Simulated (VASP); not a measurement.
# Cu5Ni (P-3m1) in VASP: notebook

Cu5Ni is run at these levels: PBE; tasks: single point.

All numbers are computed with VASP 6.6.1; they aren't measurements. Logs are shortened: lines on timing, memory, paths and dates and some standing lists are left out, and cuts for length are marked.

### 1 The cell of the first run

It takes space group P-3m1 (No. 164, trigonal). The conventional cell has a = 2.565 Å, b = 2.565 Å, c = 12.351 Å, α = 90.00°, β = 90.00°, γ = 120.00°. Within 3.3 Å of Cu (site symmetry 3m) lie 3 Ni at 2.51 Å and 9 Cu at 2.56 Å. Cu (site symmetry 3m) has 12 Cu at 2.54 to 2.56 Å within 3.4 Å. Within 3.4 Å of Cu (site symmetry -3m) lie 12 Cu at 2.54 to 2.56 Å. Ni (site symmetry -3m) has 6 Cu at 2.51 Å and 6 Ni at 2.56 Å within 3.3 Å.

### 2 Single point, PBE, collinear spin, ferromagnetic start

INCAR reads:

```
SYSTEM = Cu5Ni
PREC = Accurate
ENCUT = 520
EDIFF = 1E-7
ISMEAR = 0
SIGMA = 0.1
LREAL = .FALSE.
LASPH = .TRUE.
NELM = 150
ALGO = Fast
ISIF = 2
LWAVE = .FALSE.
LCHARG = .TRUE.
ISPIN = 2
MAGMOM = 0 0 0 0 0 2
LORBIT = 11
LMAXMIX = 4
GGA = PE
LELF = .TRUE.
LVHAR = .TRUE.
NBANDS = 46
```

KPOINTS reads:

```
Automatic mesh
0
G
  6 6 2
  0 0 0
```

POSCAR reads:

```
Cu5Ni
1.0
    2.5649962915     -0.0000000029      0.0000000000
   -1.2824981433      2.2213519505      0.0000000000
    0.0000000000      0.0000000000     12.3508278521
Cu Ni
5 1
Direct
    0.3333333333      0.6666666667      0.8357057241
    0.6666666667      0.3333333333      0.6670743728
    0.0000000000      0.0000000000      0.5000000000
    0.3333333333      0.6666666667      0.3329256272
    0.6666666667      0.3333333333      0.1642942759
    0.0000000000      0.0000000000      0.0000000000
```

Potentials or basis: VASP PAW PBE potentials, release 64 (Cu, Ni).

The run is started by

```bash
cat potpaw_PBE.64/Cu/POTCAR potpaw_PBE.64/Ni/POTCAR > POTCAR
mpirun -np 1 vasp_std > vasp.out
```

OUTCAR:

```text
SYSTEM = Cu5Ni
   PREC = Accurate
   ENCUT = 520
   EDIFF = 1E-7
   ISMEAR = 0
   LREAL = .FALSE.
   LASPH = .TRUE.
   NELM = 150
   ISIF = 2
   ISPIN = 2
   LORBIT = 11
   GGA = PE

 ion  position               nearest neighbor table
   1  0.333  0.667  0.836-   6 2.51   6 2.51   6 2.51   2 2.56   2 2.56   2 2.56
   2  0.667  0.333  0.667-   3 2.54   3 2.54   3 2.54   1 2.56   1 2.56   1 2.56
   3  0.000  0.000  0.500-   2 2.54   4 2.54   2 2.54   4 2.54   2 2.54   4 2.54
   4  0.333  0.667  0.333-   3 2.54   3 2.54   3 2.54   5 2.56   5 2.56   5 2.56
   5  0.667  0.333  0.164-   6 2.51   6 2.51   6 2.51   4 2.56   4 2.56   4 2.56
   6  0.000  0.000  0.000-   1 2.51   5 2.51   5 2.51   1 2.51   5 2.51   1 2.51

  LATTYP: Found a hexagonal cell.
 ALAT       =     2.5649962915
 C/A-ratio  =     4.8151445260

  Lattice vectors:

 A1 = (   2.5649962915,  -0.0000000029,   0.0000000000)
 A2 = (  -1.2824981433,   2.2213519505,   0.0000000000)
 A3 = (   0.0000000000,   0.0000000000,  12.3508278521)

Analysis of symmetry for initial positions (statically):
=====================================================================
 Subroutine PRICEL returns:
 Original cell was already a primitive cell.

 Routine SETGRP: Setting up the symmetry group for a
 hexagonal supercell.

 Subroutine GETGRP returns: Found 12 space group operations
 (whereof 12 operations were pure point group operations)
 out of a pool of 24 trial point group operations.

The static configuration has the point symmetry D_3d.

Analysis of symmetry for dynamics (positions and initial velocities):
=====================================================================
 Subroutine PRICEL returns:
 Original cell was already a primitive cell.

 Routine SETGRP: Setting up the symmetry group for a
 hexagonal supercell.

 Subroutine GETGRP returns: Found 12 space group operations
 (whereof 12 operations were pure point group operations)
 out of a pool of 24 trial point group operations.

The dynamic configuration has the point symmetry D_3d.

Analysis of structural, dynamic, and magnetic symmetry:
=====================================================================
 Subroutine PRICEL returns:
 Original cell was already a primitive cell.

 Routine SETGRP: Setting up the symmetry group for a
 hexagonal supercell.

 Subroutine GETGRP returns: Found 12 space group operations
 (whereof 12 operations were pure point group operations)
 out of a pool of 24 trial point group operations.

The overall configuration has the point symmetry D_3d.

 Subroutine INISYM returns: Found 12 space group operations
 (whereof 12 operations are pure point group operations),
 and found     1 'primitive' translations

----------------------------------------------------------------------------------------

                                     Primitive cell

  volume of cell :      70.3720

  direct lattice vectors                    reciprocal lattice vectors
     2.564996291 -0.000000003  0.000000000     0.389864112  0.225088149  0.000000000
    -1.282498143  2.221351950  0.000000000     0.000000001  0.450176299  0.000000000
     0.000000000  0.000000000 12.350827852     0.000000000  0.000000000  0.080966233

  length of vectors
     2.564996291  2.564996292 12.350827852     0.450176299  0.450176299  0.080966233

  position of ions in fractional coordinates (direct lattice)
     0.333333333  0.666666667  0.835705724
     0.666666667  0.333333333  0.667074373
     0.000000000  0.000000000  0.500000000
     0.333333333  0.666666667  0.332925627
     0.666666667  0.333333333  0.164294276
     0.000000000  0.000000000  0.000000000

  ion indices of the primitive-cell ions
   primitive index   ion index
                 1           1
                 2           2
                 3           3
                 4           4
                 5           5
                 6           6

[... 34 lines left out ...]
  0.333333  0.333333  0.000000      2.000000
  0.000000  0.000000  0.500000      1.000000
  0.166667  0.000000  0.500000      6.000000
  0.333333  0.000000  0.500000      6.000000
  0.500000  0.000000  0.500000      3.000000
  0.166667  0.166667  0.500000      6.000000
  0.333333  0.166667  0.500000     12.000000
  0.333333  0.333333  0.500000      2.000000
   k-points           NKPTS =     14   k-points in BZ     NKDIM =     14   number of bands    NBANDS=     46
   number of dos      NEDOS =    301   number of ions     NIONS =      6
   total plane-waves  NPLWV =  38400
   dimension x,y,z NGX =    20 NGY =   20 NGZ =   96
   dimension x,y,z NGXF=    40 NGYF=   40 NGZF=  192
   ions per type =               5   1
   NGX,Y,Z   is equivalent  to a cutoff of  12.96, 12.96, 12.92 a.u.
   NGXF,Y,Z  is equivalent  to a cutoff of  25.93, 25.93, 25.84 a.u.
 SYSTEM =  Cu5Ni
   PREC   = accura    normal or accurate (medium, high low for compatibility)
   ISTART =      0    job   : 0-new  1-cont  2-samecut
   ICHARG =      2    charge: 1-file 2-atom 10-const
   ISPIN  =      2    spin polarized calculation?
   LNONCOLLINEAR =      F non collinear calculations
   LSORBIT =      F    spin-orbit coupling
   LASPH  =      T    aspherical Exc in radial PAW
   ENCUT  =  520.0 eV  38.22 Ry    6.18 a.u.   4.77  4.77 22.96*2*pi/ulx,y,z
   NELM   =    150;   NELMIN=  2; NELMDL= -5     # of ELM steps
   EDIFF  = 0.1E-06   stopping-criterion for ELM
   LREAL  =      F    real-space projection
   EDIFFG = 0.1E-05   stopping-criterion for IOM
   NSW    =      0    number of steps for IOM
   IBRION =     -1    ionic relax: 0-MD 1-quasi-New 2-CG
   NFREE  =      0    steps in history (QN), initial steepest desc. (CG)
   ISIF   =      2    stress and relaxation
   ISYM   =      2    0-nonsym 1-usesym 2-fastsym
   POTIM  = 0.5000    time-step for ionic-motion
   TEBEG  =    0.0;   TEEND  =   0.0 temperature during run
   PSTRESS=    0.0 pullay stress
   NELECT =      65.0000    total number of electrons
   NUPDOWN=      -1.0000    fix difference up-down
   EMIN   =  10.00;   EMAX   =-10.00  energy-range for DOS
   EFERMI =   0.00;   METHOD = LEGACY
   ISMEAR =     0;   SIGMA  =   0.10  broadening in eV -4-tet -1-fermi 0-gaus
   EFERMI_NEDOS =   21; number of points for ismear=-14 and -15
   IALGO  =     68    algorithm
   IMIX   =      4    mixing-type and parameters
     AMIX     =   0.40;   BMIX     =  1.00
     AMIX_MAG =   1.60;   BMIX_MAG =  1.00
  volume/ion in A,a.u.               =      11.73        79.15
  Fermi-wavevector in a.u.,A,eV,Ry     =   1.594334  3.012854 34.584648  2.541900
  Thomas-Fermi vector in A             =   2.692424
   LORBIT       =     11    0 simple, 1 ext, 2 COOP (PROOUT), +10 PAW based schemes
   GGA     = PE    functional components
   LHFCALC =     F    Hartree Fock is set to
   AEXX    =    0.0000 exact exchange contribution
   IVDW    =     0    specifies the selected vdW correction
   LEPSILON=     F    determine dielectric tensor
   LRPA    =     F    only Hartree local field effects (RPA)
 spin polarized calculation
 RMM-DIIS sequential band-by-band and
 Gauss-broadening in eV      SIGMA  =   0.10
  energy-cutoff  :      520.00
  volume of cell :       70.37
 maximum number of plane-waves:      1918
 NGX is ok and might be reduce to    20
   NGX =  9   NGY =  9   NGZ = 45

 number of electron      65.0000008 magnetization       0.0095071

 number of electron      65.0000008 magnetization      -0.0133905

 Free energy of the ion-electron system (eV)
  ---------------------------------------------------
  ext. energy  EPLUGINS =         0.00000000
  ---------------------------------------------------
  free energy    TOTEN  =       -23.98774345 eV

  energy without entropy =      -23.97500510  energy(sigma->0) =      -23.98137427

 E-fermi :   7.7420     XC(G=0): -12.7725

 val. band max:        7.6851670863   @ k =   0.5000   0.0000   0.5000
 cond. band min:       7.7474207396   @ k =   0.5000   0.0000   0.5000
 fundamental gap:      0.0622536533
 Fermi energy:         7.7420410477

 spin component 1

 k-point     1 :       0.0000    0.0000    0.0000
  band No.  band energies     occupation
      1      -1.5064      1.00000
      2      -0.5797      1.00000
      3      -0.3282      1.00000
      4       1.8563      1.00000
      5       2.0716      1.00000
      6       2.8697      1.00000
[... 647 lines left out ...]
     43      17.5235      0.00000
     44      17.5530      0.00000
 Fermi energy:         7.7420410477

 spin component 2

 k-point     1 :       0.0000    0.0000    0.0000
  band No.  band energies     occupation
      1      -1.5059      1.00000
      2      -0.5793      1.00000
      3      -0.3274      1.00000
      4       1.8569      1.00000
      5       2.0719      1.00000
      6       2.8695      1.00000
[... 647 lines left out ...]
     43      17.5236      0.00000
     44      17.5268      0.00000
 [bands above 44 left out]

------------------------ aborting loop because EDIFF is reached ----------------------------------------

  FORCE on cell =-STRESS in cart. coord.  units (eV):
  Direction    XX          YY          ZZ          XY          YZ          ZX
  --------------------------------------------------------------------------------------
  -------------------------------------------------------------------------------------
  Total        0.2209992      0.2209992      0.1808672     -0.0000000      0.0000000     -0.0000000
  in kB        5.0315429      5.0315429      4.1178460     -0.0000000      0.0000000     -0.0000000
  external PRESSURE =       4.7269773 kB  Pullay stress =       0.0000000 kB

 VOLUME and BASIS-vectors are now :
 -----------------------------------------------------------------------------
  energy-cutoff  :      520.00
  volume of cell :       70.37
      direct lattice vectors                 reciprocal lattice vectors
     2.564996291 -0.000000003  0.000000000     0.389864112  0.225088149  0.000000000
    -1.282498143  2.221351950  0.000000000     0.000000001  0.450176299  0.000000000
     0.000000000  0.000000000 12.350827852     0.000000000  0.000000000  0.080966233

 POSITION                                       TOTAL-FORCE (eV/Angst)
 -----------------------------------------------------------------------------------
      0.00000      1.48090     10.32166        -0.000000      0.000000      0.013201
      1.28250      0.74045      8.23892        -0.000000     -0.000000     -0.002223
      0.00000      0.00000      6.17541        -0.000000     -0.000000      0.000000
      0.00000      1.48090      4.11191         0.000000      0.000000      0.002223
      1.28250      0.74045      2.02917         0.000000     -0.000000     -0.013201
      0.00000      0.00000      0.00000        -0.000000     -0.000000      0.000000
 -----------------------------------------------------------------------------------
    total drift:                               -0.000000      0.000000      0.000000

  FREE ENERGIE OF THE ION-ELECTRON SYSTEM (eV)
  ---------------------------------------------------
  free  energy   TOTEN  =       -23.9877434453 eV

  energy  without entropy=      -23.9750051031  energy(sigma->0) =      -23.98137427

 total charge

# of ion       s       p       d       tot
------------------------------------------
    1        0.445   0.391   9.166  10.002
    2        0.447   0.382   9.171  10.001
    3        0.451   0.386   9.173  10.010
    4        0.447   0.382   9.171  10.001
    5        0.445   0.391   9.166  10.002
    6        0.461   0.428   8.350   9.239
--------------------------------------------------
tot          2.697   2.359  54.199  59.255

 magnetization (x)

# of ion       s       p       d       tot
------------------------------------------
    1        0.000   0.000   0.000   0.001
    2        0.000   0.000   0.000   0.000
    3        0.000   0.000   0.000   0.000
    4        0.000   0.000   0.000   0.000
    5        0.000   0.000   0.000   0.001
    6        0.000   0.001  -0.017  -0.017
--------------------------------------------------
tot          0.001   0.001  -0.016  -0.014
```

It took 3.3 min on 1 thread of Intel Xeon 6975P-C, shared host; peak memory 0.25 GiB.

What came out:

* Free energy: -23.9877 eV
* Pressure: 0.5 GPa
* Largest force: 0.013 eV/Å
* Net moment: -0.01 μB per cell
* Valence electrons inside the program's atomic spheres: Cu 10.00, 10.01; Ni 9.24

Forces in eV/Å, atoms in the order of the input:
```
Cu   0.000  0.000  0.013
Cu   0.000  0.000 -0.002
Cu   0.000  0.000  0.000
Cu   0.000  0.000  0.002
Cu   0.000  0.000 -0.013
Ni   0.000  0.000  0.000
```

Stress tensor (GPa, compression positive):
```
0.50 0.00 0.00
0.00 0.50 0.00
0.00 0.00 0.41
```

Caveat: the k points lie up to 0.47 Å⁻¹ apart; the starting moments collapsed, and a magnetic state may lie lower.

### 3 Single point, PBE, collinear spin, ferromagnetic start

This run uses another cell than the first one, of 12.32 Å³/atom, 1.051 times its volume.

INCAR reads:

```
SYSTEM = Cu5Ni
PREC     = Accurate       ! precision mode
ENCUT    = 520            ! plane-wave cutoff, eV
EDIFF    = 1E-6           ! SCF threshold, eV
ISMEAR   = 0              ! smearing method
SIGMA    = 0.1            ! smearing width, eV
LREAL    = .FALSE.        ! projectors in reciprocal space
LASPH    = .TRUE.         ! aspherical terms in the spheres
NELM     = 150            ! most SCF steps
ALGO     = Normal         ! electronic algorithm
ISIF     = 2              ! what is computed and relaxed
LWAVE    = .FALSE.        ! write WAVECAR
LCHARG   = .FALSE.        ! write CHGCAR
ISPIN    = 2              ! spin polarisation
MAGMOM   = 0 0 0 0 0 2    ! initial moments
LORBIT   = 11             ! projections on sites
LMAXMIX  = 4              ! l up to which the mixer works
GGA      = PE             ! functional
NBANDS   = 46             ! bands
```

KPOINTS reads:

```
regular mesh
0
G
  6 6 2
  0 0 0
```

POSCAR reads:

```
Cu5Ni
1.0
    2.5925222100      0.0000000000      0.0000000000
   -1.2962611000      2.2451900900      0.0000000000
    0.0000000000      0.0000000000     12.7007131100
Cu Ni
5 1
Direct
    0.3333333300      0.6666666700      0.8333333300
    0.6666666700      0.3333333300      0.6666666700
    0.0000000000      0.0000000000      0.5000000000
    0.3333333300      0.6666666700      0.3333333300
    0.6666666700      0.3333333300      0.1666666700
    0.0000000000      0.0000000000      0.0000000000
```

Potentials or basis: VASP PAW PBE potentials, release 64 (Cu, Ni).

The run is started by

```bash
cat potpaw_PBE.64/Cu/POTCAR potpaw_PBE.64/Ni/POTCAR > POTCAR
mpirun -np 1 vasp_std > vasp.out
```

Run time: 2.6 min. Hardware: 1 thread of Intel Xeon 6975P-C, shared host; peak memory 0.25 GiB.

Results (log left out):

```
Free energy                                           : -23.9042 eV
Pressure                                              : -6.3 GPa
Largest force                                         : 0.248 eV/Å
Net moment                                            : -0.02 μB per cell
Site moments                                          : Cu +0.00; Ni -0.03 μB
Valence electrons inside the program's atomic spheres : Cu 9.95, 9.96; Ni 9.15
```

Forces in eV/Å, atoms in the order of the input:
```
Cu   0.000  0.000  0.248
Cu   0.000  0.000 -0.068
Cu   0.000  0.000  0.000
Cu   0.000  0.000  0.068
Cu   0.000  0.000 -0.248
Ni   0.000  0.000  0.000
```

Stress tensor (GPa, compression positive):
```
-5.16  0.00  0.00
 0.00 -5.16  0.00
 0.00  0.00 -8.57
```

Levels at points of the mesh, in eV from the Fermi level:
Spin up:
```csv
k point,band 29,band 30,band 31,band 32,band 33,band 34,band 35,band 36,band 37,band 38
"(0.00, 0.00, 0.00)",-1.89,-1.71,-1.71,-1.26,-1.26,-0.73,-0.40,-0.40,3.82,8.46
"(0.50, 0.00, 0.00)",-0.76,-0.59,0.05,0.58,0.70,1.29,1.59,1.78,3.77,4.87
"(0.00, 0.00, 0.50)",-1.68,-1.68,-1.66,-1.51,-1.26,-1.26,-0.40,-0.40,5.24,5.60
"(0.50, 0.00, 0.50)",-0.59,-0.08,-0.04,0.05,0.99,1.17,1.67,1.72,3.86,4.33
```
Spin down:
| k point | band 30 | band 31 | band 32 | band 33 | band 34 | band 35 | band 36 | band 37 |
| --- | --- | --- | --- | --- | --- | --- | --- | --- |
| (0.00, 0.00, 0.00) | -1.71 | -1.71 | -1.29 | -1.29 | -0.73 | -0.42 | -0.42 | 3.82 |
| (0.50, 0.00, 0.00) | -0.60 | 0.01 | 0.58 | 0.70 | 1.29 | 1.58 | 1.78 | 3.76 |
| (0.00, 0.00, 0.50) | -1.68 | -1.66 | -1.52 | -1.29 | -1.29 | -0.43 | -0.43 | 5.24 |
| (0.50, 0.00, 0.50) | -0.07 | -0.04 | 0.01 | 0.99 | 1.17 | 1.66 | 1.72 | 3.86 |

Caveat: the k points lie up to 0.47 Å⁻¹ apart; the starting moments collapsed, and a magnetic state may lie lower.
